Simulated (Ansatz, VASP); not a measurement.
Two plane-wave programs on TiO2

```
Ti O
1.0
     5.29100    0.00000    0.00000
    -2.64550    4.58214    0.00000
     0.00000    0.00000    6.13300
Ti O
3 6
Cartesian
  2.3968 0.0000 2.0443
  -1.1984 2.0757 4.0887
  1.4471 2.5064 0.0000
  1.3571 1.3884 1.3186
  3.4100 0.4811 3.3629
  3.1693 2.7126 5.4073
  0.5238 1.8695 4.8144
  -1.2884 3.1938 2.7701
  0.7645 4.1010 0.7257
```

Alike in both runs: task single point; functional r2SCAN; k mesh 4 × 4 × 3; no spin polarisation.

|  | VASP | Ansatz |
| --- | --- | --- |
| version | VASP 6.6.1 | Ansatz 0.2.0 |
| potentials or method | VASP PAW PBE potentials, release 64 (Ti_sv, O), cutoff 520 eV | plane waves, PAW |
| occupations | gaussian, width 0.01 eV | fixed |
| valence electrons in the cell | 72 | 72 |

Ansatz gave:

- gap on the k mesh at the Fermi level (eV): 4.27
- pressure (GPa): 3.9
- traceless stress, the component that is largest in VASP (GPa): 3.32

What did VASP give for the same quantities?

gap on the k mesh at the Fermi level (eV): 4.26; pressure (GPa): 4.8; traceless stress, the component that is largest in VASP (GPa): 3.76.

VASP's potentials were made for PBE, not for r2SCAN. Ansatz's warnings: structure snapped to symmetry.
